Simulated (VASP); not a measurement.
Input of a VASP 6.6.1 run:

The input INCAR:

```
  PREC = Accurate
  ENCUT = 520
  EDIFF = 1E-6
  ISMEAR = 0
  SIGMA = 0.1
  LREAL = F
  LASPH = T
  NELM = 100
  ALGO = Fast
  ISIF = 2
  LWAVE = F
  LCHARG = F
  GGA = PS
  NBANDS = 22
```

Contents of KPOINTS:

```
Automatic mesh
0
Gamma
  10 10 12
```

File POSCAR:

```
ScAl
1.0
    2.1633990000     -5.2502190000      0.0000000000
    2.1633990000      5.2502190000      0.0000000000
    0.0000000000      0.0000000000      3.7712920000
Sc Al
2 2
Direct
    0.8646810000      0.1353190000      0.2500000000
    0.1353190000      0.8646810000      0.7500000000
    0.5845050000      0.4154950000      0.2500000000
    0.4154950000      0.5845050000      0.7500000000
```

Potentials or basis: VASP PAW PBE potentials, release 64 (Sc_sv, Al).

Run with:

```console
$ cat potpaw_PBE.64/Sc_sv/POTCAR potpaw_PBE.64/Al/POTCAR > POTCAR
$ mpirun -np 1 vasp_std > vasp.out
```

**Question.** What does it give for the largest force?

**Answer.** 0.075 eV/Å.

**Question.** Estimate the pressure.

**Answer.** -2.0 GPa.

Stress tensor (GPa, compression positive):
```
-2.75  0.00  0.00
 0.00 -1.69  0.00
 0.00  0.00 -1.57
```

Caveat: the PAW data sets were made with another functional, which shifts forces and pressure a little.
